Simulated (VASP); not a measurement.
# SiC (a cell with a defect) in VASP: single point with r2SCAN

Aim: the single point of SiC (a cell with a defect) with r2SCAN.

All numbers are computed with VASP 6.6.1; they aren't measurements. Logs are shortened: lines on timing, memory, paths and dates and some standing lists are left out, and cuts for length are marked.

## 1. The cell of the first run

The cell holds a defect, 94 atoms: a = 9.234 Å, b = 10.663 Å, c = 10.076 Å, α = 90.00°, β = 90.00°, γ = 90.00°.

## 2. Single point, r2SCAN

POSCAR

```
SiC
1.0
    9.2342040000      0.0000000000      0.0000000000
    0.0000000000     10.6627400000      0.0000000000
    0.0000000000      0.0000000000     10.0759470000
Si C
47 47
Direct
    0.9999950000      0.9999720000      0.5001800000
    0.3326280000      0.0004560000      0.4996780000
    0.1637380000      0.2503790000      0.4971060000
    0.9983880000      0.4985990000      0.4989730000
    0.6676010000      0.9993970000      0.5002400000
    0.4990800000      0.2521180000      0.5006110000
    0.1693850000      0.7486170000      0.5012250000
    0.8306600000      0.2499260000      0.5001570000
    0.6637100000      0.5012510000      0.5009900000
    0.5008580000      0.7492200000      0.5008880000
    0.8348400000      0.7486930000      0.5000110000
    0.9977310000      0.1654180000      0.2491200000
    0.3337500000      0.1660850000      0.2489290000
    0.1644230000      0.4144870000      0.2499470000
    0.0009420000      0.6665050000      0.2491970000
    0.6653030000      0.1662040000      0.2500810000
    0.5005370000      0.4159330000      0.2524920000
    0.3339960000      0.6661110000      0.2525530000
    0.1668250000      0.9156910000      0.2502310000
    0.8307370000      0.4159950000      0.2499470000
    0.6667460000      0.6663380000      0.2497890000
    0.4999820000      0.9157540000      0.2503360000
    0.8333990000      0.9160070000      0.2495630000
    0.1669610000      0.0840390000      0.7483940000
    0.9996280000      0.3333990000      0.7496490000
    0.5005360000      0.0833830000      0.7497750000
    0.3342830000      0.3353640000      0.7473560000
    0.1693670000      0.5834540000      0.7482570000
    0.0008360000      0.8337790000      0.7500760000
    0.8332330000      0.0836570000      0.7501330000
    0.6661300000      0.3338110000      0.7498030000
    0.4998160000      0.5835040000      0.7487840000
    0.3341090000      0.8334530000      0.7498760000
    0.8343480000      0.5832930000      0.7489390000
    0.6676250000      0.8333070000      0.7501800000
    0.9999310000      0.0000500000      0.9993940000
    0.3336250000      0.9997980000      0.9995670000
    0.1665400000      0.2503140000      0.9992240000
    0.0005410000      0.4995720000      0.9997550000
    0.6668200000      0.9995990000      0.9999790000
    0.4996250000      0.2494240000      0.9993510000
    0.3322940000      0.4992670000      0.9993300000
    0.1667950000      0.7499550000      0.9997890000
    0.8324550000      0.2498880000      0.9995520000
    0.6667780000      0.5000410000      0.9996200000
    0.5005390000      0.7498350000      0.0001800000
    0.8340170000      0.7498240000      0.9996360000
    0.0001140000      0.9993760000      0.1868930000
    0.3331970000      0.9994080000      0.1872560000
    0.1654060000      0.2487820000      0.1885140000
    0.9990760000      0.4987740000      0.1891290000
    0.6666910000      0.9993670000      0.1873360000
    0.4992710000      0.2492330000      0.1860950000
    0.3315240000      0.4982590000      0.1915210000
    0.1670150000      0.7493060000      0.1869080000
    0.8320890000      0.2495720000      0.1869370000
    0.6664680000      0.5002320000      0.1862530000
    0.5005040000      0.7493510000      0.1870720000
    0.8340470000      0.7492810000      0.1872450000
    0.9999600000      0.0007730000      0.6872930000
    0.3333860000      0.0006210000      0.6869270000
    0.1662460000      0.2526960000      0.6841050000
    0.0028980000      0.4989120000      0.6851500000
    0.6674040000      0.9998960000      0.6874510000
    0.5000990000      0.2496290000      0.6876350000
    0.3344950000      0.5010220000      0.7003220000
    0.1668620000      0.7506870000      0.6880570000
    0.8329120000      0.2502590000      0.6873390000
    0.6679220000      0.5005020000      0.6880790000
    0.5013720000      0.7508600000      0.6881800000
    0.8347140000      0.7499130000      0.6871590000
    0.9977450000      0.1674260000      0.4368430000
    0.3316310000      0.1694680000      0.4367850000
    0.0038130000      0.6638700000      0.4371440000
    0.6660410000      0.1653790000      0.4380020000
    0.5150770000      0.4097780000      0.4332300000
    0.3351780000      0.6804130000      0.4340340000
    0.1657140000      0.9172110000      0.4382690000
    0.8347630000      0.4163230000      0.4376860000
    0.6685270000      0.6673700000      0.4378420000
    0.5010340000      0.9183550000      0.4383020000
    0.8348220000      0.9155710000      0.4377460000
    0.1667170000      0.0838690000      0.9372580000
    0.9997110000      0.3331330000      0.9376930000
    0.5003130000      0.0827170000      0.9376040000
    0.3328080000      0.3321810000      0.9380200000
    0.1657030000      0.5835070000      0.9388240000
    0.0002610000      0.8336690000      0.9377480000
    0.8333060000      0.0833800000      0.9379460000
    0.6662750000      0.3333000000      0.9376470000
    0.5003930000      0.5834140000      0.9396960000
    0.3336500000      0.8332770000      0.9379060000
    0.8344980000      0.5828740000      0.9373280000
    0.6675180000      0.8331020000      0.9379820000
```

INCAR.step1

```
PREC = Accurate
ENCUT = 520
ISMEAR = -1
SIGMA = 0.05
LREAL = Auto
LASPH = True
NELM = 60
NBANDS = 241
ISYM = 0
GGA = PE
ALGO = Normal
EDIFF = 1E-4
LWAVE = True
LCHARG = False
```

INCAR.step2

```
PREC = Accurate
ENCUT = 520
EDIFF = 1E-6
ISMEAR = -1
SIGMA = 0.05
LREAL = Auto
LASPH = True
NELM = 60
ALGO = Normal
ISIF = 2
LWAVE = False
LCHARG = False
METAGGA = R2SCAN
LMIXTAU = True
NBANDS = 241
ISYM = 0
ISTART = 1
```

KPOINTS

```
Automatic mesh
0
Gamma
  1 1 1
  0.25 0.25 0.25
```

Potentials or basis: VASP PAW PBE potentials, release 64 (Si, C).

Started as:

```console
$ cat potpaw_PBE.64/Si/POTCAR potpaw_PBE.64/C/POTCAR > POTCAR
$ cp INCAR.step1 INCAR
$ mpirun -np 1 vasp_std > vasp.out
$ cp INCAR.step2 INCAR
$ mpirun -np 1 vasp_std > vasp.out
```

OUTCAR:

```text
PREC = Accurate
   ENCUT = 520
   EDIFF = 1E-6
   ISMEAR = -1
   LREAL = Auto
   LASPH = True
   NELM = 60
   ISIF = 2
   METAGGA = R2SCAN
   ISYM = 0
   ISTART = 1

 ion  position               nearest neighbor table
   1  1.000  1.000  0.500-  78 1.87  82 1.88  60 1.89  72 1.90   3 3.07   5 3.07   2 3.07  24 3.07
                            29 3.08  11 3.08  30 3.08  12 3.08  19 3.09  23 3.09   8 3.09   7 3.10
   2  0.333  0.000  0.500-  78 1.88  61 1.89  81 1.89  73 1.91  24 3.07   1 3.07  19 3.08   7 3.08
                            13 3.08  22 3.08  33 3.09   3 3.09  26 3.09   6 3.09   5 3.09  10 3.10
   3  0.164  0.250  0.497-  72 1.87  73 1.88  62 1.88  14 3.04   4 3.06  12 3.07   1 3.07   8 3.08
                            13 3.09   2 3.09  25 3.09  24 3.09   6 3.10  27 3.11
   4  0.998  0.499  0.499-  79 1.85  74 1.87  63 1.88   3 3.06  11 3.06   8 3.07  14 3.07  34 3.07
                            20 3.08  25 3.08  15 3.09   9 3.09   7 3.10  28 3.10
   5  0.668  0.999  0.500-  81 1.87  75 1.88  64 1.89  82 1.89   8 3.07   1 3.07  35 3.08  30 3.08
                            10 3.08  26 3.08  23 3.08  16 3.09  11 3.09  22 3.09   2 3.09   6 3.11
   6  0.499  0.252  0.501-  76 1.82  65 1.88  73 1.89  75 1.91  27 3.05  17 3.05   9 3.06   8 3.06
                            31 3.07  26 3.09   2 3.09  16 3.09   3 3.10  13 3.10   5 3.11
   7  0.169  0.749  0.501-  77 1.83  67 1.88  74 1.89  78 1.91  28 3.05  18 3.06  10 3.06  33 3.07
                             2 3.08  29 3.09  11 3.09  19 3.09   4 3.10   1 3.10  15 3.10
   8  0.831  0.250  0.500-  75 1.88  79 1.88  68 1.89  72 1.89   6 3.06   5 3.07   4 3.07  31 3.07
                             3 3.08  16 3.08  30 3.08  20 3.08  25 3.09   1 3.09   9 3.09  12 3.10
   9  0.664  0.501  0.501-  76 1.82  80 1.88  69 1.89  79 1.93  10 3.04  32 3.05  17 3.06   6 3.06
[... 110 lines left out ...]
  81  0.501  0.918  0.438-   5 1.87   2 1.89  22 1.89  10 1.91
  82  0.835  0.916  0.438-   1 1.88  11 1.89   5 1.89  23 1.90
  83  0.167  0.084  0.937-  38 1.88  36 1.89  37 1.89  24 1.90
[... 9 lines left out ...]
  93  0.834  0.583  0.937-  39 1.88  47 1.89  45 1.89  34 1.90
  94  0.668  0.833  0.938-  47 1.88  40 1.88  46 1.89  35 1.89

IMPORTANT INFORMATION: All symmetrisations will be switched off!
NOSYMM: (Re-)initialisation of all symmetry stuff for point group C_1.

----------------------------------------------------------------------------------------

                                     Primitive cell

  volume of cell :     992.0971

  direct lattice vectors                    reciprocal lattice vectors
     9.234204000  0.000000000  0.000000000     0.108293037  0.000000000  0.000000000
     0.000000000 10.662740000  0.000000000     0.000000000  0.093784524  0.000000000
     0.000000000  0.000000000 10.075947000     0.000000000  0.000000000  0.099246254

  length of vectors
     9.234204000 10.662740000 10.075947000     0.108293037  0.093784524  0.099246254

  position of ions in fractional coordinates (direct lattice)
     0.999995000  0.999972000  0.500180000
     0.332628000  0.000456000  0.499678000
     0.163738000  0.250379000  0.497106000
[... 255 lines left out ...]
   EFERMI_NEDOS =   21; number of points for ismear=-14 and -15
   IALGO  =     38    algorithm
   IMIX   =      4    mixing-type and parameters
     AMIX     =   0.40;   BMIX     =  1.00
     AMIX_MAG =   1.60;   BMIX_MAG =  1.00
  volume/ion in A,a.u.               =      10.55        71.22
  Fermi-wavevector in a.u.,A,eV,Ry     =   1.184730  2.238815 19.096936  1.403585
  Thomas-Fermi vector in A             =   2.320938
   LORBIT       =      0    0 simple, 1 ext, 2 COOP (PROOUT), +10 PAW based schemes
   METAGGA = R2SCAN    functional components
   LHFCALC =     F    Hartree Fock is set to
   AEXX    =    0.0000 exact exchange contribution
   IVDW    =     0    specifies the selected vdW correction
   LEPSILON=     F    determine dielectric tensor
   LRPA    =     F    only Hartree local field effects (RPA)
 non-spin polarized calculation
  energy-cutoff  :      520.00
  volume of cell :      992.10
 maximum number of plane-waves:     26706
 NGX is ok and might be reduce to    70
   NGX = 35   NGY = 39   NGZ = 37

 number of electron     376.0000015 magnetization

 Free energy of the ion-electron system (eV)
  ---------------------------------------------------
  ext. energy  EPLUGINS =         0.00000000
  ---------------------------------------------------
  free energy    TOTEN  =      -900.15792845 eV

  energy without entropy =     -900.02489091  energy(sigma->0) =     -900.09140968

 E-fermi :   8.5780     XC(G=0): -11.8188

 val. band max:        8.5555072400   @ k =  -0.2500   0.2500  -0.2500
 cond. band min:       8.5784251087   @ k =   0.2500   0.2500   0.2500
 fundamental gap:      0.0229178687
 Fermi energy:         8.5779752259

 k-point     1 :       0.2500    0.2500    0.2500
  band No.  band energies     occupation
      1      -8.2044      2.00000
      2      -7.6709      2.00000
      3      -7.5836      2.00000
      4      -7.4431      2.00000
      5      -7.0508      2.00000
      6      -6.9407      2.00000
[... 801 lines left out ...]
    199      11.9077      0.00000
    200      12.0024      0.00000
 [bands above 200 left out]

------------------------ aborting loop because EDIFF is reached ----------------------------------------

  FORCE on cell =-STRESS in cart. coord.  units (eV):
  Direction    XX          YY          ZZ          XY          YZ          ZX
  --------------------------------------------------------------------------------------
  -------------------------------------------------------------------------------------
  Total       -0.6343880     -3.3648654     -5.1049794      3.3657759      2.1637436      2.1263187
  in kB       -1.0244986     -5.4340562     -8.2442361      5.4355266      3.4943163      3.4338774
  external PRESSURE =      -4.9009303 kB  Pullay stress =       0.0000000 kB

 VOLUME and BASIS-vectors are now :
 -----------------------------------------------------------------------------
  energy-cutoff  :      520.00
  volume of cell :      992.10
      direct lattice vectors                 reciprocal lattice vectors
     9.234204000  0.000000000  0.000000000     0.108293037  0.000000000  0.000000000
     0.000000000 10.662740000  0.000000000     0.000000000  0.093784524  0.000000000
     0.000000000  0.000000000 10.075947000     0.000000000  0.000000000  0.099246254

 POSITION                                       TOTAL-FORCE (eV/Angst)
 -----------------------------------------------------------------------------------
      9.23416     10.66244      5.03979         0.016546     -0.020316      0.004781
      3.07155      0.00486      5.03473         0.012538     -0.081877      0.031747
      1.51199      2.66973      5.00881        -0.035401     -0.164405      0.050585
      9.21932      5.31643      5.02763        -0.139104      0.073481      0.063585
      6.16476     10.65631      5.04039        -0.004288      0.022996      0.006325
      4.60861      2.68827      5.04413         0.017108      0.037401     -0.001219
[... 86 lines left out ...]
      7.70592      6.21503      9.44447        -0.006032      0.005670      0.041719
      6.16400      8.88315      9.45106         0.006836     -0.003770      0.008834
 -----------------------------------------------------------------------------------
    total drift:                                0.012879     -0.003607      0.025798

  FREE ENERGIE OF THE ION-ELECTRON SYSTEM (eV)
  ---------------------------------------------------
  free  energy   TOTEN  =      -900.1579284541 eV

  energy  without entropy=     -900.0248909083  energy(sigma->0) =     -900.09140968
```

Run time: 2.7 h. Hardware: 1 thread of Oxide Virtual Turin-like, shared host; peak memory 1.3 GiB.

Results:

| Quantity | Value |
| --- | --- |
| Free energy | -900.1579 eV |
| Pressure | -0.5 GPa |
| Largest force | 0.194 eV/Å |
| Band gap on the k mesh | zero (bands 188 and 189 overlap by 0.01 eV) |

Forces on the atoms (eV/Å):
```
Si   0.017 -0.020  0.005
Si   0.013 -0.082  0.032
Si  -0.035 -0.164  0.051
Si  -0.139  0.073  0.064
Si  -0.004  0.023  0.006
Si   0.017  0.037 -0.001
Si   0.104 -0.087 -0.016
Si   0.041  0.006 -0.029
Si   0.042 -0.005 -0.028
Si  -0.105 -0.080 -0.012
Si  -0.044  0.001  0.021
Si   0.011  0.005  0.010
Si   0.015  0.006  0.003
Si   0.049  0.033 -0.184
Si   0.027  0.003  0.008
Si   0.020 -0.020 -0.001
Si  -0.013  0.016  0.028
Si  -0.004  0.013  0.105
Si  -0.001  0.009  0.000
Si   0.038 -0.004  0.020
Si  -0.003 -0.010  0.020
Si   0.018 -0.005  0.000
Si   0.017 -0.008  0.001
Si  -0.005 -0.026 -0.014
Si   0.004 -0.003 -0.024
Si  -0.007  0.004 -0.012
Si   0.008  0.091 -0.057
Si   0.073 -0.007 -0.052
Si   0.018 -0.023 -0.009
Si  -0.020 -0.008 -0.014
Si  -0.015  0.000 -0.006
Si  -0.087 -0.032 -0.035
Si  -0.008 -0.025 -0.016
Si  -0.034  0.016 -0.021
Si  -0.039  0.007 -0.009
Si   0.000 -0.016  0.003
Si   0.015 -0.019 -0.003
Si   0.003 -0.011 -0.023
Si   0.020  0.005 -0.033
Si   0.005 -0.010 -0.006
Si   0.014  0.001 -0.015
Si   0.036 -0.005 -0.028
Si   0.008  0.013  0.011
Si  -0.012 -0.006  0.000
Si  -0.020 -0.003 -0.015
Si   0.007 -0.007  0.002
Si   0.006  0.015  0.007
C   -0.018  0.008 -0.007
C   -0.012  0.017  0.005
C   -0.034  0.006  0.018
C   -0.005 -0.001  0.038
C   -0.012  0.009 -0.003
C   -0.019  0.028  0.033
C   -0.015 -0.003  0.075
C   -0.046  0.005 -0.031
C    0.005  0.017  0.004
C   -0.030 -0.014  0.034
C    0.007  0.011 -0.026
C   -0.004 -0.003 -0.014
C    0.021  0.011 -0.016
C    0.012  0.014 -0.006
C    0.005  0.044  0.011
C    0.034 -0.011  0.021
C    0.015 -0.010  0.002
C   -0.003  0.001 -0.018
C    0.032 -0.007  0.133
C    0.005 -0.002 -0.013
C    0.021  0.003 -0.004
C   -0.018  0.008 -0.039
C    0.015 -0.011 -0.021
C    0.032 -0.011 -0.005
C    0.016  0.054  0.012
C   -0.008  0.059 -0.021
C    0.022  0.015 -0.013
C    0.023 -0.067  0.024
C    0.085 -0.030 -0.037
C   -0.023  0.132 -0.018
C    0.007  0.071 -0.011
C   -0.024 -0.076 -0.019
C   -0.023 -0.036  0.009
C   -0.060  0.016 -0.021
C   -0.008  0.009 -0.010
C   -0.004  0.027 -0.001
C    0.012  0.001  0.007
C   -0.006 -0.004  0.010
C   -0.012  0.009  0.051
C   -0.027  0.001  0.021
C    0.001 -0.006  0.012
C   -0.002  0.006  0.002
C   -0.001  0.004  0.018
C    0.000  0.002  0.020
C   -0.008  0.007  0.012
C   -0.006  0.006  0.042
C    0.007 -0.004  0.009
```

Caveat: the PAW data sets were made with another functional, which shifts forces and pressure a little.

The gap in the log of VASP goes by the Fermi energy; the results here count the filled bands.